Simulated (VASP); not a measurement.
Runs of VASP 6.6.1 on W. The structure is that of space group Im-3m (No. 229), or close to it. The cells are those of the table. 

```csv
task,cell,cutoff (eV),gap on the mesh (eV),pressure (GPa)
single point,"a = 2.325 Å, angles 109.5°, 1 atom",520,none,(a)
relaxation of cell and atoms,"relaxed to 430 GPa from a = 2.317 Å, angles 109.5°, 1 atom",600,none,430.1
single point,"a = 2.323 Å, angles 109.5°, 1 atom",520,none,447.7
relaxation of cell and atoms,"relaxed to 430 GPa from a = 2.325 Å, angles 109.5°, 1 atom",600,none,430.0
```

Alike in all rows: level PBE; potentials or basis VASP PAW PBE potentials, release 64 (W_sv); no spin polarisation; k mesh 20 × 20 × 20; smearing fermi-dirac 0.05 eV.

Fill in the values left out.

(a) 444.4.

Caveats: spin-orbit coupling is left out, which moves the levels of the heavy elements; the cell is relaxed towards a set pressure, so the enthalpy falls and the energy may rise (some runs).

A k mesh can miss the band edges, and the runs leave out spin-orbit coupling on W.

A gap of «none» marks levels without a gap at the run's occupations.
